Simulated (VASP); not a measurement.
Input of a VASP 6.6.1 run:

INCAR

```
ALGO = Normal
EDIFF = 1E-6
ENCUT = 520
GGA = PE
ISIF = 2
ISMEAR = 0
LASPH = T
LCHARG = F
LDAU = T
LDAUJ = 0 0
LDAUL = 2 -1
LDAUPRINT = 1
LDAUTYPE = 2
LDAUU = 4 0
LMAXMIX = 4
LREAL = F
LWAVE = F
NBANDS = 33
NELM = 150
PREC = Accurate
SIGMA = 0.05
```

KPOINTS

```
k-points
0
Gamma
  6 6 6
```

Contents of POSCAR:

```
TiO2
1.0
    2.7418066933     -2.7418828846     -0.0204594682
    2.7418066933      2.7418828846     -0.0204594682
   -2.7046110895      0.0000000000      4.9872511229
Ti O
2 4
Direct
    0.1250069486      0.8749930514      0.2500000000
    0.8749930514      0.1250069486      0.7500000000
    0.3363578248      0.0863811001      0.6727253715
    0.6636421752      0.9136188999      0.3272746285
    0.9136188999      0.6636421752      0.8272746285
    0.0863811001      0.3363578248      0.1727253715
```

Potentials or basis: VASP PAW PBE potentials, release 64 (Ti_sv, O).

Launch:

```console
$ cat potpaw_PBE.64/Ti_sv/POTCAR potpaw_PBE.64/O/POTCAR > POTCAR
$ mpirun -np 1 vasp_std > vasp.out
```

Question: Predict the band gap on the k mesh.

Answer: 2.33 eV, indirect (least direct gap 2.76 eV).

Question: Predict the largest force.

Answer: 0.790 eV/Å.

Question: What does it give for the pressure?

Answer: -7.1 GPa.

Stress tensor (GPa, compression positive):
```
 -4.47   0.00  -0.06
  0.00  -4.47   0.00
 -0.06   0.00 -12.34
```

A k mesh can miss the band edges.
